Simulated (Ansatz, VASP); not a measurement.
**Pt: VASP beside Ansatz**

The input INCAR:

```
PREC = Accurate
ENCUT = 520
EDIFF = 1E-6
ISMEAR = 0
SIGMA = 0.15
LREAL = F
LASPH = T
NELM = 100
ALGO = Fast
ISIF = 2
LWAVE = F
LCHARG = F
GGA = PS
NBANDS = 17
```

Contents of KPOINTS:

```
Automatic mesh
0
Gamma
  18 18 10
```

The input POSCAR:

```
Pt
1.0
    2.7606656158      0.0000000000      0.1810996644
   -1.3803328079      2.3908065546     -0.0905498322
    0.3143639904      0.0000000000      4.7921340000
Pt
2
Direct
    0.6666666667      0.3333333333      0.7500000000
    0.3333333333      0.6666666667      0.2500000000
```

Input for Ansatz:

```yaml
crystal:
  lattice:
    - [2.7606656158, 0.0, 0.1810996644]
    - [-1.3803328079, 2.3908065546, -0.0905498322]
    - [0.3143639904, 0.0, 4.792134]
  atoms:
    - { symbol: Pt, position: [0.6666666667, 0.3333333333, 0.75] }
    - { symbol: Pt, position: [0.3333333333, 0.6666666667, 0.25] }
basis:
  ecutwfc: 420
kpoints:
  mp_grid: { grid: [18, 18, 10] }
hamiltonian:
  xc: pbesol
scf:
  occupations: { method: gaussian, width: 0.15 }
output:
  forces: true
  stress: true
  eigenvalues: true
```

Change from the starting cell: strain +0.1312 x Voigt [0, 0, 0, 0, 1, 0], atoms carried along.

Alike in both runs: task single point; functional PBEsol; k mesh 18 × 18 × 10; occupations gaussian, width 0.15 eV; no spin polarisation.

```csv
,VASP,Ansatz
version,VASP 6.6.1,Ansatz 0.2.0
potentials or method,"VASP PAW PBE potentials, release 64 (Pt), cutoff 520 eV","scalar-relativistic, plane waves, PAW"
valence electrons in the cell,20,36
```

|  | VASP | Ansatz | Ansatz less VASP |
| --- | --- | --- | --- |
| gap on the k mesh at the Fermi level (eV) | none | none | - |
| pressure (GPa) | -9.3 | -8.9 | +0.39 |
| traceless stress, the component that is largest in VASP (GPa) | 2.23 | 2.31 | +0.083 |
| rms of the force components (eV/Å) | 0.050 | 0.050 | -0.0003 |

VASP's potentials were made for PBE, not for PBEsol. Atom by atom the forces differ by 0.000 eV/Å (rms over components). A gap of «none» marks a metal or a gap that the smearing closes. With one functional, cell and mesh, what is left measures potentials, basis and numerics. VASP's potentials hold 20 valence electrons a cell and Ansatz's 36, so a difference there can come from the potentials and not from the codes.

Spin-orbit coupling is off throughout.
